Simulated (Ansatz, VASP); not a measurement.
# Al: VASP beside Ansatz

```
CELL_PARAMETERS angstrom
2.88277 0.00000 0.00000
-1.44138 2.49655 0.00000
0.00000 0.00000 4.74518
ATOMIC_POSITIONS crystal
Al 0.66667 0.33333 0.75000
Al 0.33333 0.66667 0.25000
```

Change from the starting cell: strain +0.025 along x and y, -0.025 along z, atoms carried along.

Alike in both runs: task single point; functional PBEsol; dispersion D3(BJ); k mesh 18 × 18 × 10; occupations gaussian, width 0.15 eV; no spin polarisation.

```csv
,VASP,Ansatz
version,VASP 6.6.1,Ansatz 0.2.0
potentials or method,"VASP PAW PBE potentials, release 64 (Al), cutoff 520 eV","scalar-relativistic, plane waves, PAW"
valence electrons in the cell,6,6
```

|  | VASP | Ansatz | Ansatz less VASP |
| --- | --- | --- | --- |
| gap on the k mesh at the Fermi level (eV) | none | none | - |
| pressure (GPa) | -6.1 | -6.2 | -0.05 |
| traceless stress, the component that is largest in VASP (GPa) | -0.12 | -0.12 | -0.003 |

VASP's potentials were made for PBE, not for PBEsol. A gap of «none» marks a metal or a gap that the smearing closes.
